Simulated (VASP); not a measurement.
# Na (Im-3m) in VASP: a series of runs

The runs below take Na through electric field gradients, with PBEsol.

All numbers are computed with VASP 6.6.1; they aren't measurements. Logs are shortened: lines on timing, memory, paths and dates and some standing lists are left out, and cuts for length are marked.

### 1 The cell of the first run

It takes space group Im-3m (No. 229, cubic). The conventional cell has a = 4.173 Å, b = 4.173 Å, c = 4.173 Å, α = 90.00°, β = 90.00°, γ = 90.00°. Within 4.7 Å of Na (site symmetry m-3m) lie 14 Na at 3.61 to 4.17 Å.

### 2 Electric field gradients, PBEsol (volume scaled by 0.975)

INCAR

```
ALGO     = Normal         # electronic algorithm
EDIFF    = 1E-8           # SCF threshold, eV
ENCUT    = 400            # plane-wave cutoff, eV
GGA      = PS             # functional
GGA_COMPAT= F            
ISIF     = 2              # what is computed and relaxed
ISMEAR   = -1             # smearing method
LASPH    = T              # aspherical terms in the spheres
LCHARG   = F              # write CHGCAR
LEFG     = T            
LREAL    = F              # projectors in reciprocal space
LWAVE    = F              # write WAVECAR
NBANDS   = 10             # bands
NELM     = 120            # most SCF steps
PREC     = Accurate       # precision mode
SIGMA    = 0.05           # smearing width, eV
```

KPOINTS

```
k-points
0
Gamma
  12 12 12
```

POSCAR

```
Na
1.0
   -2.0863450653      2.0863450653      2.0863450653
    2.0863450653     -2.0863450653      2.0863450653
    2.0863450653      2.0863450653     -2.0863450653
Na
1
Direct
    0.0000000000      0.0000000000      0.0000000000
```

Potentials or basis: VASP PAW PBE potentials, release 64 (Na_pv).

Started as:

```
> cat potpaw_PBE.64/Na_pv/POTCAR > POTCAR
> mpirun -np 1 vasp_std > vasp.out
```

OUTCAR:

```text
EDIFF = 1E-8
   ENCUT = 400
   GGA = PS
   ISIF = 2
   ISMEAR = -1
   LASPH = T
   LREAL = F
   NELM = 120
   PREC = Accurate

 ion  position               nearest neighbor table
   1  0.000  0.000  0.000-

  LATTYP: Found a body centered cubic cell.
 ALAT       =     4.1726901306

  Lattice vectors:

 A1 = (  -2.0863450653,   2.0863450653,   2.0863450653)
 A2 = (   2.0863450653,  -2.0863450653,   2.0863450653)
 A3 = (   2.0863450653,   2.0863450653,  -2.0863450653)

Analysis of symmetry for initial positions (statically):
=====================================================================
 Subroutine PRICEL returns:
 Original cell was already a primitive cell.

 Routine SETGRP: Setting up the symmetry group for a
 body centered cubic supercell.

 Subroutine GETGRP returns: Found 48 space group operations
 (whereof 48 operations were pure point group operations)
 out of a pool of 48 trial point group operations.

The static configuration has the point symmetry O_h .

Analysis of symmetry for dynamics (positions and initial velocities):
=====================================================================
 Subroutine PRICEL returns:
 Original cell was already a primitive cell.

 Routine SETGRP: Setting up the symmetry group for a
 body centered cubic supercell.

 Subroutine GETGRP returns: Found 48 space group operations
 (whereof 48 operations were pure point group operations)
 out of a pool of 48 trial point group operations.

The dynamic configuration has the point symmetry O_h .

 Subroutine INISYM returns: Found 48 space group operations
 (whereof 48 operations are pure point group operations),
 and found     1 'primitive' translations

----------------------------------------------------------------------------------------

                                     Primitive cell

  volume of cell :      36.3261

  direct lattice vectors                    reciprocal lattice vectors
    -2.086345065  2.086345065  2.086345065     0.000000000  0.239653549  0.239653549
     2.086345065 -2.086345065  2.086345065     0.239653549  0.000000000  0.239653549
     2.086345065  2.086345065 -2.086345065     0.239653549  0.239653549  0.000000000

  length of vectors
     3.613655655  3.613655655  3.613655655     0.338921300  0.338921300  0.338921300

  position of ions in fractional coordinates (direct lattice)
     0.000000000  0.000000000  0.000000000

  ion indices of the primitive-cell ions
   primitive index   ion index
                 1           1

----------------------------------------------------------------------------------------

 KPOINTS: k-points

Automatic generation of k-mesh.
 Grid dimensions read from file:
 generate k-points for:   12   12   12

 Generating k-lattice:

  Cartesian coordinates                     Fractional coordinates (reciprocal lattice)
     0.000000000  0.019971129  0.019971129     0.083333333  0.000000000  0.000000000
     0.019971129  0.000000000  0.019971129     0.000000000  0.083333333  0.000000000
     0.019971129  0.019971129  0.000000000     0.000000000  0.000000000  0.083333333

  Length of vectors
     0.028243442  0.028243442  0.028243442

  Shift w.r.t. Gamma in fractional coordinates (k-lattice)
     0.000000000  0.000000000  0.000000000

 Subroutine IBZKPT returns following result:
 ===========================================

 Found     72 irreducible k-points:

 Following reciprocal coordinates:
            Coordinates               Weight
  0.000000  0.000000  0.000000      1.000000
  0.083333  0.000000  0.000000     12.000000
  0.166667  0.000000  0.000000     12.000000
  0.250000  0.000000  0.000000     12.000000
  0.333333  0.000000  0.000000     12.000000
  0.416667  0.000000  0.000000     12.000000
[... 16 lines left out ...]
  0.333333  0.083333  0.083333     24.000000
  0.416667  0.083333  0.083333     12.000000
 [... further k-points ...]
   k-points           NKPTS =     72   k-points in BZ     NKDIM =     72   number of bands    NBANDS=     10
   number of dos      NEDOS =    301   number of ions     NIONS =      1
   total plane-waves  NPLWV =  13824
   dimension x,y,z NGX =    24 NGY =   24 NGZ =   24
   dimension x,y,z NGXF=    48 NGYF=   48 NGZF=   48
   ions per type =               1
   NGX,Y,Z   is equivalent  to a cutoff of  11.04, 11.04, 11.04 a.u.
   NGXF,Y,Z  is equivalent  to a cutoff of  22.08, 22.08, 22.08 a.u.
 SYSTEM =  unknown system
   PREC   = accura    normal or accurate (medium, high low for compatibility)
   ISTART =      0    job   : 0-new  1-cont  2-samecut
   ICHARG =      2    charge: 1-file 2-atom 10-const
   ISPIN  =      1    spin polarized calculation?
   LNONCOLLINEAR =      F non collinear calculations
   LSORBIT =      F    spin-orbit coupling
   LASPH  =      T    aspherical Exc in radial PAW
   ENCUT  =  400.0 eV  29.40 Ry    5.42 a.u.   5.89  5.89  5.89*2*pi/ulx,y,z
   NELM   =    120;   NELMIN=  2; NELMDL= -5     # of ELM steps
   EDIFF  = 0.1E-07   stopping-criterion for ELM
   LREAL  =      F    real-space projection
   EDIFFG = 0.1E-06   stopping-criterion for IOM
   NSW    =      0    number of steps for IOM
   IBRION =     -1    ionic relax: 0-MD 1-quasi-New 2-CG
   NFREE  =      0    steps in history (QN), initial steepest desc. (CG)
   ISIF   =      2    stress and relaxation
   ISYM   =      2    0-nonsym 1-usesym 2-fastsym
   POTIM  = 0.5000    time-step for ionic-motion
   TEBEG  =    0.0;   TEEND  =   0.0 temperature during run
   PSTRESS=    0.0 pullay stress
   NELECT =       7.0000    total number of electrons
   NUPDOWN=      -1.0000    fix difference up-down
   EMIN   =  10.00;   EMAX   =-10.00  energy-range for DOS
   EFERMI =   0.00;   METHOD = LEGACY
   ISMEAR =    -1;   SIGMA  =   0.05  broadening in eV -4-tet -1-fermi 0-gaus
   EFERMI_NEDOS =   21; number of points for ismear=-14 and -15
   IALGO  =     38    algorithm
   IMIX   =      4    mixing-type and parameters
     AMIX     =   0.40;   BMIX     =  1.00
     AMIX_MAG =   1.60;   BMIX_MAG =  1.00
  volume/ion in A,a.u.               =      36.33       245.14
  Fermi-wavevector in a.u.,A,eV,Ry     =   0.945587  1.786900 12.165436  0.894134
  Thomas-Fermi vector in A             =   2.073503
   LORBIT       =      0    0 simple, 1 ext, 2 COOP (PROOUT), +10 PAW based schemes
   GGA     = PS    functional components
   LHFCALC =     F    Hartree Fock is set to
   AEXX    =    0.0000 exact exchange contribution
   IVDW    =     0    specifies the selected vdW correction
   LEPSILON=     F    determine dielectric tensor
   LRPA    =     F    only Hartree local field effects (RPA)
 non-spin polarized calculation
  energy-cutoff  :      400.00
  volume of cell :       36.33
 maximum number of plane-waves:       682
   NGX = 11   NGY = 11   NGZ = 11

 number of electron       7.0000013 magnetization

 Free energy of the ion-electron system (eV)
  ---------------------------------------------------
  ext. energy  EPLUGINS =         0.00000000
  ---------------------------------------------------
  free energy    TOTEN  =        -1.39876058 eV

  energy without entropy =       -1.39343556  energy(sigma->0) =       -1.39609807

 E-fermi :   0.3259     XC(G=0):  -6.5549

 val. band max:        0.2894437502   @ k =  -0.3333   0.4167   0.1667
 cond. band min:       0.4021491028   @ k =   0.3333   0.1667   0.0000
 fundamental gap:      0.1127053526
 Fermi energy:         0.3259336592

 k-point     1 :       0.0000    0.0000    0.0000
  band No.  band energies     occupation
      1     -24.4037      2.00000
      2     -24.4037      2.00000
      3     -24.4037      2.00000
      4      -2.9575      2.00000
      5      12.2279      0.00000
      6      12.2279      0.00000
      7      12.2279      0.00000
      8      13.2446      0.00000
      9      13.2446      0.00000
     10      13.7950      0.00000

 k-point     2 :       0.0833    0.0000    0.0000
  band No.  band energies     occupation
      1     -24.4060      2.00000
      2     -24.4043      2.00000
      3     -24.4034      2.00000
      4      -2.8334      2.00000
      5      10.7133      0.00000
      6      11.4935      0.00000
      7      11.7882      0.00000
      8      12.3642      0.00000
      9      12.6775      0.00000
     10      14.1991      0.00000
[... 274 lines left out ...]
 k-point    24 :       0.4167    0.0833    0.0833
  band No.  band energies     occupation
      1     -24.4397      2.00000
      2     -24.4178      2.00000
      3     -24.4058      2.00000
      4       1.3351      0.00000
      5       1.8454      0.00000
      6       6.6467      0.00000
      7       7.8177      0.00000
      8      12.2100      0.00000
      9      13.0487      0.00000
     10      16.9386      0.00000

 [... further k-points ...]
[... 5 lines left out ...]
  --------------------------------------------------------------------------------------
  -------------------------------------------------------------------------------------
  Total       -0.0487618     -0.0487618     -0.0487618      0.0000000      0.0000000      0.0000000
  in kB       -2.1506596     -2.1506596     -2.1506596      0.0000000      0.0000000      0.0000000
  external PRESSURE =      -2.1506596 kB  Pullay stress =       0.0000000 kB

 VOLUME and BASIS-vectors are now :
 -----------------------------------------------------------------------------
  energy-cutoff  :      400.00
  volume of cell :       36.33
      direct lattice vectors                 reciprocal lattice vectors
    -2.086345065  2.086345065  2.086345065     0.000000000  0.239653549  0.239653549
     2.086345065 -2.086345065  2.086345065     0.239653549  0.000000000  0.239653549
     2.086345065  2.086345065 -2.086345065     0.239653549  0.239653549  0.000000000

 POSITION                                       TOTAL-FORCE (eV/Angst)
 -----------------------------------------------------------------------------------
      0.00000      0.00000      0.00000         0.000000      0.000000      0.000000
 -----------------------------------------------------------------------------------
    total drift:                               -0.000000      0.000000      0.000000

  FREE ENERGIE OF THE ION-ELECTRON SYSTEM (eV)
  ---------------------------------------------------
  free  energy   TOTEN  =        -1.3987605752 eV

  energy  without entropy=       -1.3934355572  energy(sigma->0) =       -1.39609807

 Electric field gradients (V/A^2)
---------------------------------------------------------------------
 ion       V_xx      V_yy      V_zz      V_xy      V_xz      V_yz
---------------------------------------------------------------------
   1      -0.000     0.000     0.000    -0.009    -0.009    -0.009
---------------------------------------------------------------------

 Electric field gradients after diagonalization (V/A^2)
 (convention: |V_zz| > |V_xx| > |V_yy|)
----------------------------------------------------------------------
 ion       V_xx      V_yy      V_zz     asymmetry (V_yy - V_xx)/ V_zz
----------------------------------------------------------------------
   1       0.009     0.009    -0.018       0.000
----------------------------------------------------------------------

           NMR quadrupolar parameters

 Cq : quadrupolar parameter    Cq=e*Q*V_zz/h
 eta: asymmetry parameters     (V_yy - V_xx)/ V_zz
 Q  : nuclear electric quadrupole moment in mb (millibarn)
----------------------------------------------------------------------
 ion       Cq(MHz)       eta       Q (mb)
----------------------------------------------------------------------
   1      -0.000       0.000       1.000
----------------------------------------------------------------------
```

Wall time 14 s (1 thread of AMD EPYC 7R43 (Zen 3), shared host); peak memory 0.1 GiB.

Results:

```yaml
Free_energy: -1.3988 eV
Pressure: -0.2 GPa
```

Caveat: the cell differs from its parent crystal (volume scaled by 0.975); without QUAD_EFG the Cq values of the log hold for a quadrupole moment of 1 mb, not for the nuclei; the PAW data sets were made with another functional, which shifts forces and pressure a little.

### 3 Electric field gradients, PBEsol

This run uses another cell than the first one, of 37.26 Å³/atom, 1.026 times its volume.

INCAR

```
ALGO = Normal
EDIFF = 1E-8
ENCUT = 400
GGA = PS
GGA_COMPAT = False
ISIF = 2
ISMEAR = -1
LASPH = True
LCHARG = False
LEFG = True
LREAL = False
LWAVE = False
NBANDS = 10
NELM = 120
PREC = Accurate
SIGMA = 0.05
```

KPOINTS is that of step 2.

POSCAR

```
Na
1.0
   -2.1040267987      2.1040267987      2.1040267987
    2.1040267987     -2.1040267987      2.1040267987
    2.1040267987      2.1040267987     -2.1040267987
Na
1
Direct
    0.0000000000      0.0000000000      0.0000000000
```

Potentials or basis: VASP PAW PBE potentials, release 64 (Na_pv).

Started as:

```
> cat potpaw_PBE.64/Na_pv/POTCAR > POTCAR
> mpirun -np 1 vasp_std > vasp.out
```

OUTCAR:

```text
EDIFF = 1E-8
   ENCUT = 400
   GGA = PS
   ISIF = 2
   ISMEAR = -1
   LASPH = True
   LREAL = False
   NELM = 120
   PREC = Accurate

 ion  position               nearest neighbor table
   1  0.000  0.000  0.000-

  LATTYP: Found a body centered cubic cell.
 ALAT       =     4.2080535974

  Lattice vectors:

 A1 = (  -2.1040267987,   2.1040267987,   2.1040267987)
 A2 = (   2.1040267987,  -2.1040267987,   2.1040267987)
 A3 = (   2.1040267987,   2.1040267987,  -2.1040267987)

Analysis of symmetry for initial positions (statically):
=====================================================================
 Subroutine PRICEL returns:
 Original cell was already a primitive cell.

 Routine SETGRP: Setting up the symmetry group for a
 body centered cubic supercell.

[... 492 lines left out ...]
  external PRESSURE =      -3.9977675 kB  Pullay stress =       0.0000000 kB

 VOLUME and BASIS-vectors are now :
 -----------------------------------------------------------------------------
  energy-cutoff  :      400.00
  volume of cell :       37.26
      direct lattice vectors                 reciprocal lattice vectors
    -2.104026799  2.104026799  2.104026799     0.000000000  0.237639559  0.237639559
     2.104026799 -2.104026799  2.104026799     0.237639559  0.000000000  0.237639559
     2.104026799  2.104026799 -2.104026799     0.237639559  0.237639559  0.000000000

 POSITION                                       TOTAL-FORCE (eV/Angst)
 -----------------------------------------------------------------------------------
      0.00000      0.00000      0.00000        -0.000000      0.000000      0.000000
 -----------------------------------------------------------------------------------
    total drift:                               -0.000000      0.000000      0.000000

  FREE ENERGIE OF THE ION-ELECTRON SYSTEM (eV)
  ---------------------------------------------------
  free  energy   TOTEN  =        -1.3981503717 eV

  energy  without entropy=       -1.3927781194  energy(sigma->0) =       -1.39546425

 Electric field gradients (V/A^2)
---------------------------------------------------------------------
 ion       V_xx      V_yy      V_zz      V_xy      V_xz      V_yz
---------------------------------------------------------------------
   1       0.000    -0.000     0.000    -0.007    -0.007    -0.007
---------------------------------------------------------------------

 Electric field gradients after diagonalization (V/A^2)
 (convention: |V_zz| > |V_xx| > |V_yy|)
----------------------------------------------------------------------
 ion       V_xx      V_yy      V_zz     asymmetry (V_yy - V_xx)/ V_zz
----------------------------------------------------------------------
   1       0.007     0.007    -0.013       0.000
----------------------------------------------------------------------

           NMR quadrupolar parameters

 Cq : quadrupolar parameter    Cq=e*Q*V_zz/h
 eta: asymmetry parameters     (V_yy - V_xx)/ V_zz
 Q  : nuclear electric quadrupole moment in mb (millibarn)
----------------------------------------------------------------------
 ion       Cq(MHz)       eta       Q (mb)
----------------------------------------------------------------------
   1      -0.000       0.000       1.000
----------------------------------------------------------------------
```

stdout:

```text
POSCAR found type information on POSCAR Na
 POSCAR found :  1 types and       1 ions
 scaLAPACK will be used
 -----------------------------------------------------------------------------
|                                                                             |
|                                                                             |
|     You enforced a specific xc type in the INCAR file but a different       |
|     I HOPE YOU KNOW WHAT YOU ARE DOING!                                     |
|                                                                             |
 -----------------------------------------------------------------------------

 LDA part: xc-table for (Slater+PW92), standard interpolation
 POSCAR, INCAR and KPOINTS ok, starting setup
 FFT: planning ... GRIDC
 FFT: planning ... GRID_SOFT
 FFT: planning ... GRID
 WAVECAR not read
 entering main loop
ion   1
```

It took 15 s on 1 thread of AMD EPYC 7R43 (Zen 3), shared host; peak memory 0.1 GiB.

What came out:

```yaml
Free_energy: -1.3982 eV
Pressure: -0.4 GPa
```

Levels at points of the mesh, in eV from the Fermi level:
```tsv
k point	band 1	band 2	band 3	band 4	band 5	band 6
(0.00, 0.00, 0.00)	-24.75	-24.75	-24.75	-3.23	11.74	11.74
(0.50, 0.00, 0.00)	-24.79	-24.76	-24.75	0.78	1.26	8.22
(0.50, 0.50, 0.50)	-24.78	-24.78	-24.78	4.54	4.54	4.91
```

Caveat: without QUAD_EFG the Cq values of the log hold for a quadrupole moment of 1 mb, not for the nuclei; the PAW data sets were made with another functional, which shifts forces and pressure a little.
